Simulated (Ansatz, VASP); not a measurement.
This is a calculation of LiH for Ansatz 0.2.0.

File input.yaml:

```yaml
crystal:
  lattice:
    - [0.0, 1.9951720069, 1.9951720069]
    - [1.9951720069, 0.0, 1.9951720069]
    - [1.9951720069, 1.9951720069, 0.0]
  atoms:
    - { symbol: Li, position: [0.0, 0.0, 0.0] }
    - { symbol: H, position: [0.5, 0.5, 0.5] }
kpoints:
  mp_grid: { grid: [11, 11, 11] }
scf:
  occupations: { method: fermi_dirac, width: 0.05 }
hamiltonian:
  xc: pbesol
  pseudopotentials: { kind: all_electron, lapw: { basis_error: 0.0005 } }
output:
  forces: true
  stress: true
  eigenvalues: true
```

Potentials or basis: all-electron LAPW, scalar-relativistic.

The run is started by

```bash
$ ansatz run input.yaml --threads 1 --pin off --max-ram 3072MiB --backend cpu --events-out ev --progress --plain --runs-dir out
```

Task: Translate it to VASP 6.6.1. Potentials there: VASP PAW PBE potentials, release 64 (Li_sv, H).

Result: As run (the cutoff follows the program's own potentials):

The input INCAR:

```
PREC = Accurate ; ENCUT = 750
EDIFF = 1E-6 ; ISMEAR = -1
SIGMA = 0.05 ; LREAL = F
LASPH = T ; NELM = 120
ALGO = Normal ; ISIF = 2
LWAVE = F ; LCHARG = T
GGA = PS ; LELF = T
LVHAR = T ; NBANDS = 9
GGA_COMPAT = F
```

File KPOINTS:

```
Automatic mesh
0
Gamma
  11 11 11
```

The input POSCAR:

```
LiH
1.0
    0.0000000000      1.9951720069      1.9951720069
    1.9951720069      0.0000000000      1.9951720069
    1.9951720069      1.9951720069      0.0000000000
Li H
1 1
Direct
    0.0000000000      0.0000000000      0.0000000000
    0.5000000000      0.5000000000      0.5000000000
```

Potentials or basis: VASP PAW PBE potentials, release 64 (Li_sv, H).

Launch:

```bash
$ cat potpaw_PBE.64/Li_sv/POTCAR potpaw_PBE.64/H/POTCAR > POTCAR
$ mpirun -np 1 vasp_std > vasp.out
```

Both were run:

|  | VASP | Ansatz | Ansatz less VASP |
| --- | --- | --- | --- |
| gap on the k mesh at the Fermi level (eV) | 2.94 | 2.94 | 0.000 |
| least direct gap on the mesh (eV) | 2.94 | 2.94 | 0.000 |
| pressure (GPa) | -0.4 | -0.3 | +0.06 |

VASP's potentials were made for PBE, not for PBEsol. Ansatz ran all-electron here, and VASP with PAW potentials.
